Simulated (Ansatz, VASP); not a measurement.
SnSe: VASP beside Ansatz

File INCAR:

```
PREC     = Accurate       # precision mode
ENCUT    = 500            # plane-wave cutoff, eV
EDIFF    = 1E-6           # SCF threshold, eV
ISMEAR   = 0              # smearing method
SIGMA    = 0.05           # smearing width, eV
LREAL    = False          # projectors in reciprocal space
LASPH    = True           # aspherical terms in the spheres
NELM     = 120            # most SCF steps
ALGO     = Normal         # electronic algorithm
ISIF     = 2              # what is computed and relaxed
LWAVE    = False          # write WAVECAR
LCHARG   = False          # write CHGCAR
GGA      = CA             # functional
NBANDS   = 28             # bands
GGA_COMPAT= False
```

File KPOINTS:

```
Automatic mesh
0
Gamma
  6 6 4
```

POSCAR

```
SnSe
1.0
    4.1898989384      0.0000000000      0.0000000000
    0.0000000000      4.1898989384      0.0000000000
    0.0000000000      0.0000000000     10.9796229033
Sn Se
2 2
Direct
    0.3567984553      0.0000000000      0.3781633345
    0.0000000000      0.5000000000      0.6218366655
    0.5000000000      0.0000000000      0.6217782147
    0.0000000000      0.5000000000      0.3782217853
```

Input for Ansatz:

```yaml
crystal:
  lattice:
    - [4.1898989384, 0.0, 0.0]
    - [0.0, 4.1898989384, 0.0]
    - [0.0, 0.0, 10.9796229033]
  atoms:
    - { symbol: Sn, position: [0.3567984553, 0.0, 0.3781633345] }
    - { symbol: Sn, position: [0.0, 0.5, 0.6218366655] }
    - { symbol: Se, position: [0.5, 0.0, 0.6217782147] }
    - { symbol: Se, position: [0.0, 0.5, 0.3782217853] }
basis:
  ecutwfc: 420
kpoints:
  mp_grid: { grid: [6, 6, 4] }
hamiltonian:
  xc: lda
scf:
  occupations: { method: gaussian, width: 0.05 }
output:
  forces: true
  stress: true
  eigenvalues: true
```

Alike in both runs: task single point; functional LDA; k mesh 6 × 6 × 4; occupations gaussian, width 0.05 eV; no spin polarisation.

|  | VASP | Ansatz |
| --- | --- | --- |
| version | VASP 6.6.1 | Ansatz 0.2.0 |
| potentials or method | VASP PAW LDA potentials, release 64 (Sn_d, Se), cutoff 500 eV | scalar-relativistic, plane waves, PAW |
| valence electrons in the cell | 40 | 60 |

|  | VASP | Ansatz | Ansatz less VASP |
| --- | --- | --- | --- |
| gap on the k mesh at the Fermi level (eV) | 0.88 | 0.89 | +0.011 |
| least direct gap on the mesh (eV) | 0.97 | 0.98 | +0.010 |
| rms of the force components (eV/Å) | 0.791 | 0.777 | -0.0132 |

LDA's correlation is that of Perdew and Zunger in VASP and of Perdew and Wang (1992) in Ansatz. Atom by atom the forces differ by 0.018 eV/Å (rms over components). VASP's potentials hold 40 valence electrons a cell and Ansatz's 60, so a difference there can come from the potentials and not from the codes.
